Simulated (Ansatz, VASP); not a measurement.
BaZrO3: VASP beside Ansatz

```
Ba Zr O
1.0
     4.20517    0.00000    0.00000
     0.00000    4.20517    0.00000
     0.00000    0.00000    4.20517
Ba Zr O
1 1 3
Direct
  0.00000 0.00000 0.00000
  0.50000 0.50000 0.50000
  0.00000 0.50000 0.50000
  0.50000 0.00000 0.50000
  0.50000 0.50000 0.00000
```

Change from the starting cell: unstrained.

Alike in both runs: task single point; functional r2SCAN; k mesh 6 × 6 × 6; no spin polarisation.

|  | VASP | Ansatz |
| --- | --- | --- |
| version | VASP 6.6.1 | Ansatz 0.2.0 |
| potentials or method | VASP PAW PBE potentials, release 64 (Ba_sv, Zr_sv, O) | PAW with Ansatz's default frozen-core files, scalar-relativistic |
| plane-wave cutoff (eV) | 520 | 500 |
| occupations | gaussian, width 0.01 eV | fixed |
| valence electrons in the cell | 40 | 40 |

```csv
,VASP,Ansatz,Ansatz less VASP
gap on the k mesh at the Fermi level (eV),3.68,3.73,+0.053
pressure (GPa),1.0,0.0,-1.03
```

VASP's potentials were made for PBE, not for r2SCAN.

Spin-orbit coupling is off throughout.
